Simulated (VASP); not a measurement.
Set up this calculation in VASP 6.6.1, as the native input.

```
Task                   : single point
Functional             : PBEsol
Potentials or basis    : VASP PAW PBE potentials, release 64 (Ru_pv)
Cutoff                 : 520 eV
k mesh                 : 24 × 24 × 12
Occupations            : gaussian, width 0.1 eV
Spin                   : no spin polarisation
Dipole correction      : no
Further INCAR settings : ALGO = Fast; EDIFF = 1e-06; NBANDS = 21
```

The structure of Ru lies in POSCAR:

```
Ru
1.0
    2.6894812014      0.0000000000      0.0000000000
   -1.3447406007      2.3291590435      0.0000000000
    0.0000000000      0.0000000000      4.2519430486
Ru
2
Direct
    0.3333333333      0.6666666667      0.2500000000
    0.6666666667      0.3333333333      0.7500000000
```

The input as run:

INCAR

```
PREC = Accurate ; ENCUT = 520
EDIFF = 1E-6 ; ISMEAR = 0
SIGMA = 0.1 ; LREAL = False
LASPH = True ; NELM = 60
ALGO = Fast ; ISIF = 2
LWAVE = False ; LCHARG = False
GGA = PS ; NBANDS = 21
```

KPOINTS

```
Automatic mesh
0
Gamma
  24 24 12
```

Potentials or basis: VASP PAW PBE potentials, release 64 (Ru_pv).

Run with:

```console
$ cat potpaw_PBE.64/Ru_pv/POTCAR > POTCAR
$ mpirun -np 1 vasp_std > vasp.out
```

It gave:

```yaml
Pressure: 0.0 GPa
Band_gap_on_the_k_mesh: zero (band 14 reaches 14.72 eV, above the bottom of band 15 at 11.44 eV)
```

Caveat: the PAW data sets were made with another functional, which shifts forces and pressure a little.

It took 110 s on 1 thread of Intel(R) Xeon(R) Platinum 8488C (Sapphire Rapids), with other jobs on the host, peak memory 0.28 GiB.
